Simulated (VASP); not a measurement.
# O2 in VASP: single point with PBE+D3(BJ)

Aim: the single point of O2 with PBE+D3(BJ).

Program: VASP 6.6.1. These are calculated values, not measurements. Logs are shortened: lines on timing, memory, paths and dates and some standing lists are left out, and cuts for length are marked.

## Step 1: The cell of the first run

The cell holds a molecule in a box, 2 atoms: a = 10.000 Å, b = 10.500 Å, c = 11.000 Å, α = 90.00°, β = 90.00°, γ = 90.00°.

## Step 2: Single point, PBE+D3(BJ), collinear spin, ferromagnetic start

File INCAR:

```
SYSTEM = O
  PREC = Accurate
  ENCUT = 520
  EDIFF = 1E-6
  ISMEAR = 0
  SIGMA = 0.01
  LREAL = .False.
  LASPH = .True.
  NELM = 150
  ALGO = Normal
  ISIF = 2
  LWAVE = .False.
  LCHARG = .False.
  ISPIN = 2
  MAGMOM = 1 1
  LORBIT = 11
  GGA = PE
  IVDW = 12
  NBANDS = 17
```

File KPOINTS:

```
Automatic mesh
0
Gamma
  1 1 1
  0 0 0
```

File POSCAR:

```
O
1.0
   10.0000000000      0.0000000000      0.0000000000
    0.0000000000     10.5000000000      0.0000000000
    0.0000000000      0.0000000000     11.0000000000
O
2
Direct
    0.5000000000      0.5000000000      0.4445862853
    0.5000000000      0.5000000000      0.5554137147
```

Potentials or basis: VASP PAW PBE potentials, release 64 (O).

Started as:

```bash
> cat potpaw_PBE.64/O/POTCAR > POTCAR
> mpirun -np 1 vasp_gam > vasp.out
```

OUTCAR:

```text
SYSTEM = O
   PREC = Accurate
   ENCUT = 520
   EDIFF = 1E-6
   ISMEAR = 0
   LREAL = .False.
   LASPH = .True.
   NELM = 150
   ISIF = 2
   ISPIN = 2
   LORBIT = 11
   GGA = PE
   IVDW = 12
 IVDW          = 12

 ion  position               nearest neighbor table
   1  0.500  0.500  0.445-   2 1.22
   2  0.500  0.500  0.555-   1 1.22

  LATTYP: Found a simple orthorhombic cell.
 ALAT       =    10.0000000000
 B/A-ratio  =     1.0500000000
 C/A-ratio  =     1.1000000000

  Lattice vectors:

 A1 = (  10.0000000000,   0.0000000000,   0.0000000000)
 A2 = (   0.0000000000,  10.5000000000,   0.0000000000)
 A3 = (   0.0000000000,   0.0000000000,  11.0000000000)

Analysis of symmetry for initial positions (statically):
=====================================================================
 Subroutine PRICEL returns:
 Original cell was already a primitive cell.

 Routine SETGRP: Setting up the symmetry group for a
 simple orthorhombic supercell.

 Subroutine GETGRP returns: Found  8 space group operations
 (whereof  8 operations were pure point group operations)
 out of a pool of  8 trial point group operations.

The static configuration has the point symmetry D_2h.

Analysis of symmetry for dynamics (positions and initial velocities):
=====================================================================
 Subroutine PRICEL returns:
 Original cell was already a primitive cell.

 Routine SETGRP: Setting up the symmetry group for a
 simple orthorhombic supercell.

 Subroutine GETGRP returns: Found  8 space group operations
 (whereof  8 operations were pure point group operations)
 out of a pool of  8 trial point group operations.

The dynamic configuration has the point symmetry D_2h.

Analysis of structural, dynamic, and magnetic symmetry:
=====================================================================
 Subroutine PRICEL returns:
 Original cell was already a primitive cell.

 Routine SETGRP: Setting up the symmetry group for a
 simple orthorhombic supercell.

 Subroutine GETGRP returns: Found  8 space group operations
 (whereof  8 operations were pure point group operations)
 out of a pool of  8 trial point group operations.

The overall configuration has the point symmetry D_2h.

 Subroutine INISYM returns: Found  8 space group operations
 (whereof  8 operations are pure point group operations),
 and found     1 'primitive' translations

----------------------------------------------------------------------------------------

                                     Primitive cell

  volume of cell :    1155.0000

  direct lattice vectors                    reciprocal lattice vectors
    10.000000000  0.000000000  0.000000000     0.100000000  0.000000000  0.000000000
     0.000000000 10.500000000  0.000000000     0.000000000  0.095238095  0.000000000
     0.000000000  0.000000000 11.000000000     0.000000000  0.000000000  0.090909091

  length of vectors
    10.000000000 10.500000000 11.000000000     0.100000000  0.095238095  0.090909091

  position of ions in fractional coordinates (direct lattice)
     0.500000000  0.500000000  0.444586285
     0.500000000  0.500000000  0.555413715

  ion indices of the primitive-cell ions
   primitive index   ion index
                 1           1
                 2           2

----------------------------------------------------------------------------------------

 KPOINTS: Automatic mesh

Automatic generation of k-mesh.
 Grid dimensions read from file:
 generate k-points for:    1    1    1

 Generating k-lattice:

  Cartesian coordinates                     Fractional coordinates (reciprocal lattice)
     0.100000000  0.000000000  0.000000000     1.000000000  0.000000000  0.000000000
     0.000000000  0.095238095  0.000000000     0.000000000  1.000000000  0.000000000
     0.000000000  0.000000000  0.090909091     0.000000000  0.000000000  1.000000000

  Length of vectors
     0.100000000  0.095238095  0.090909091

  Shift w.r.t. Gamma in fractional coordinates (k-lattice)
     0.000000000  0.000000000  0.000000000

 Subroutine IBZKPT returns following result:
 ===========================================

 Found      1 irreducible k-points:

 Following reciprocal coordinates:
            Coordinates               Weight
  0.000000  0.000000  0.000000      1.000000
   k-points           NKPTS =      1   k-points in BZ     NKDIM =      1   number of bands    NBANDS=     17
   number of dos      NEDOS =    301   number of ions     NIONS =      2
   total plane-waves  NPLWV = 537600
   dimension x,y,z NGX =    80 NGY =   80 NGZ =   84
   dimension x,y,z NGXF=   160 NGYF=  160 NGZF=  168
   ions per type =               2
   NGX,Y,Z   is equivalent  to a cutoff of  13.30, 12.67, 12.70 a.u.
   NGXF,Y,Z  is equivalent  to a cutoff of  26.60, 25.33, 25.39 a.u.
 SYSTEM =  O
   PREC   = accura    normal or accurate (medium, high low for compatibility)
   ISTART =      0    job   : 0-new  1-cont  2-samecut
   ICHARG =      2    charge: 1-file 2-atom 10-const
   ISPIN  =      2    spin polarized calculation?
   LNONCOLLINEAR =      F non collinear calculations
   LSORBIT =      F    spin-orbit coupling
   LASPH  =      T    aspherical Exc in radial PAW
   ENCUT  =  520.0 eV  38.22 Ry    6.18 a.u.  18.59 19.52 20.45*2*pi/ulx,y,z
   NELM   =    150;   NELMIN=  2; NELMDL= -5     # of ELM steps
   EDIFF  = 0.1E-05   stopping-criterion for ELM
   LREAL  =      F    real-space projection
   EDIFFG = 0.1E-04   stopping-criterion for IOM
   NSW    =      0    number of steps for IOM
   IBRION =     -1    ionic relax: 0-MD 1-quasi-New 2-CG
   NFREE  =      0    steps in history (QN), initial steepest desc. (CG)
   ISIF   =      2    stress and relaxation
   ISYM   =      2    0-nonsym 1-usesym 2-fastsym
   POTIM  = 0.5000    time-step for ionic-motion
   TEBEG  =    0.0;   TEEND  =   0.0 temperature during run
   PSTRESS=    0.0 pullay stress
   NELECT =      12.0000    total number of electrons
   NUPDOWN=      -1.0000    fix difference up-down
   EMIN   =  10.00;   EMAX   =-10.00  energy-range for DOS
   EFERMI =   0.00;   METHOD = LEGACY
   ISMEAR =     0;   SIGMA  =   0.01  broadening in eV -4-tet -1-fermi 0-gaus
   EFERMI_NEDOS =   21; number of points for ismear=-14 and -15
   IALGO  =     38    algorithm
   IMIX   =      4    mixing-type and parameters
     AMIX     =   0.40;   BMIX     =  1.00
     AMIX_MAG =   1.60;   BMIX_MAG =  1.00
  volume/ion in A,a.u.               =     577.50      3897.16
  Fermi-wavevector in a.u.,A,eV,Ry     =   0.357225  0.675056  1.736231  0.127609
  Thomas-Fermi vector in A             =   1.274455
   LORBIT       =     11    0 simple, 1 ext, 2 COOP (PROOUT), +10 PAW based schemes
   GGA     = PE    functional components
   LHFCALC =     F    Hartree Fock is set to
   AEXX    =    0.0000 exact exchange contribution
   IVDW    =    12    specifies the selected vdW correction
   LEPSILON=     F    determine dielectric tensor
   LRPA    =     F    only Hartree local field effects (RPA)
 spin polarized calculation
 Gauss-broadening in eV      SIGMA  =   0.01
  energy-cutoff  :      520.00
  volume of cell :     1155.00
 maximum number of plane-waves:     15548
 NGX is ok and might be reduce to    80
   NGX = 37   NGY = 39   NGZ = 41

 number of electron      11.9999998 magnetization       1.9999999

 Free energy of the ion-electron system (eV)
  ---------------------------------------------------
  ext. energy  EPLUGINS =         0.00000000
  ---------------------------------------------------
  free energy    TOTEN  =        -9.87724443 eV

  energy without entropy =       -9.87724443  energy(sigma->0) =       -9.87724443

 E-fermi :  -6.7080     XC(G=0):  -0.4856

 val. band max:       -6.8011809093   @ k =   0.0000   0.0000   0.0000
 cond. band min:      -4.4938311510   @ k =   0.0000   0.0000   0.0000
 fundamental gap:      2.3073497583
 Fermi energy:        -6.7080286858

 spin component 1

 k-point     1 :       0.0000    0.0000    0.0000
  band No.  band energies     occupation
      1     -32.7371      1.00000
      2     -20.4670      1.00000
      3     -13.3597      1.00000
      4     -13.3468      1.00000
      5     -13.3467      1.00000
      6      -6.8012      1.00000
[... 9 lines left out ...]
     16       2.3167      0.00000
     17       2.3209      0.00000
 Fermi energy:        -6.7080286858

 spin component 2

 k-point     1 :       0.0000    0.0000    0.0000
  band No.  band energies     occupation
      1     -31.5331      1.00000
      2     -18.6718      1.00000
      3     -12.4552      1.00000
      4     -11.4836      1.00000
      5     -11.4836      1.00000
      6      -4.4938      0.00000
[... 9 lines left out ...]
     16       2.3876      0.00000
     17       2.4730      0.00000

------------------------ aborting loop because EDIFF is reached ----------------------------------------

 Edisp (eV)   -0.00737

 E8    (eV) :    -0.0021

  FORCE on cell =-STRESS in cart. coord.  units (eV):
  Direction    XX          YY          ZZ          XY          YZ          ZX
  --------------------------------------------------------------------------------------
  -------------------------------------------------------------------------------------
  Total      -0.06743    -0.06978     1.22953     0.00000     0.00000     0.00000
  in kB      -0.09353    -0.09680     1.70556     0.00000     0.00000     0.00000
  external pressure =        0.51 kB  Pullay stress =        0.00 kB

 VOLUME and BASIS-vectors are now :
 -----------------------------------------------------------------------------
  energy-cutoff  :      520.00
  volume of cell :     1155.00
      direct lattice vectors                 reciprocal lattice vectors
    10.000000000  0.000000000  0.000000000     0.100000000  0.000000000  0.000000000
     0.000000000 10.500000000  0.000000000     0.000000000  0.095238095  0.000000000
     0.000000000  0.000000000 11.000000000     0.000000000  0.000000000  0.090909091

 POSITION                                       TOTAL-FORCE (eV/Angst)
 -----------------------------------------------------------------------------------
      5.00000      5.25000      4.89045         0.000000      0.000000     -1.070802
      5.00000      5.25000      6.10955         0.000000      0.000000      1.070802
 -----------------------------------------------------------------------------------
    total drift:                                0.000000      0.000000      0.000000

  FREE ENERGIE OF THE ION-ELECTRON SYSTEM (eV)
  ---------------------------------------------------
  free  energy   TOTEN  =        -9.8846161990 eV

  energy  without entropy=       -9.8846161990  energy(sigma->0) =       -9.88461620

 total charge

# of ion       s       p       d       tot
------------------------------------------
    1        1.612   3.297   0.000   4.908
    2        1.612   3.297   0.000   4.908
--------------------------------------------------
tot          3.223   6.594   0.000   9.817

 magnetization (x)

# of ion       s       p       d       tot
------------------------------------------
    1        0.010   0.799   0.000   0.809
    2        0.010   0.799   0.000   0.809
--------------------------------------------------
tot          0.020   1.597   0.000   1.617
```

It took 1.9 min on 1 thread of Intel Xeon 6975P-C (Granite Rapids), shared host; peak memory 1.2 GiB.

What came out:

```
Free energy                                           : -9.8846 eV
Largest force                                         : 1.071 eV/Å
Gap between the frontier levels                       : 2.31 eV
Net moment                                            : 2.00 μB per cell
Site moments                                          : O +0.81 μB
Valence electrons inside the program's atomic spheres : O 4.91
Dispersion energy per atom                            : -0.004 eV
```

Forces on the atoms (eV/Å):
```
O    0.000  0.000 -1.071
O    0.000  0.000  1.071
```

Caveat: the standard files for N, O and F lose accuracy on very short bonds.
